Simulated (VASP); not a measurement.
Input of a VASP 6.6.1 run:

The input INCAR:

```
SYSTEM = SnO2
PREC = Accurate
ENCUT = 1340
EDIFF = 1E-6
ISMEAR = 0
SIGMA = 0.02
LREAL = .False.
LASPH = .True.
NELM = 120
ALGO = Normal
ISIF = 2
LWAVE = .False.
LCHARG = .False.
GGA = CA
NBANDS = 35
GGA_COMPAT = .False.
```

The input KPOINTS:

```
Automatic mesh
0
Gamma
  6 6 8
  0 0 0
```

Contents of POSCAR:

```
SnO2
1.0
    4.7212714757      0.0000000000      0.0000000000
    0.0000000000      4.7242464866      0.0000000000
    0.0000000000      0.0000000000      3.0624186269
Sn O
2 4
Direct
    0.5000000000      0.5000000000      0.5000000000
    0.0000000000      0.0000000000      0.0000000000
    0.3033272781      0.3042309753      0.0000000000
    0.8033272781      0.1957690247      0.5000000000
    0.1966727219      0.8042309753      0.5000000000
    0.6966727219      0.6957690247      0.0000000000
```

Potentials or basis: VASP PAW LDA potentials, release 64 (Sn_d, O_h).

Launch:

```sh
$ cat potpaw_LDA.64/Sn_d/POTCAR potpaw_LDA.64/O_h/POTCAR > POTCAR
$ mpirun -np 1 vasp_std > vasp.out
```

Q: What does it give for the band gap on the k mesh?

A: 1.76 eV.

Q: Predict the largest force.

A: 0.025 eV/Å.

Stress tensor (GPa, compression positive):
```
 7.81  0.00  0.00
 0.00  7.81  0.00
 0.00  0.00 20.73
```

Caveat: the cell differs from its parent crystal (strain along c alone, the other axes held: -4.0 %, then relaxed in part); the stress differs along the axes, from 8 to 21 GPa; spin-orbit coupling is left out, which moves the levels of the heavy elements.
